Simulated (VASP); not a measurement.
A run of VASP 6.6.1:

Contents of INCAR:

```
PREC = Accurate
ENCUT = 520
EDIFF = 1E-6
ISMEAR = -1
SIGMA = 0.05
LREAL = F
LASPH = T
NELM = 60
ALGO = Normal
ISIF = 2
LWAVE = F
LCHARG = F
GGA = PE
NBANDS = 11
```

The input KPOINTS:

```
Automatic mesh
0
Gamma
  19 19 19
```

File POSCAR:

```
Pt
1.0
   -1.3881139027      1.3881139027      1.3881139027
    1.3881139027     -1.3881139027      1.3881139027
    1.3881139027      1.3881139027     -1.3881139027
Pt
1
Direct
    0.0000000000      0.0000000000      0.0000000000
```

Potentials or basis: VASP PAW PBE potentials, release 64 (Pt).

Command:

```sh
$ cat potpaw_PBE.64/Pt/POTCAR > POTCAR
$ mpirun -np 1 vasp_std > vasp.out
```

Hardware: 1 thread of Intel Xeon 8259CL, on a shared host.

Estimate the wall time of this run.

It took 36 s on 1 thread of Intel Xeon 8259CL, on a shared host, peak memory 0.14 GiB. Counts: scf iterations 11, k points 220.
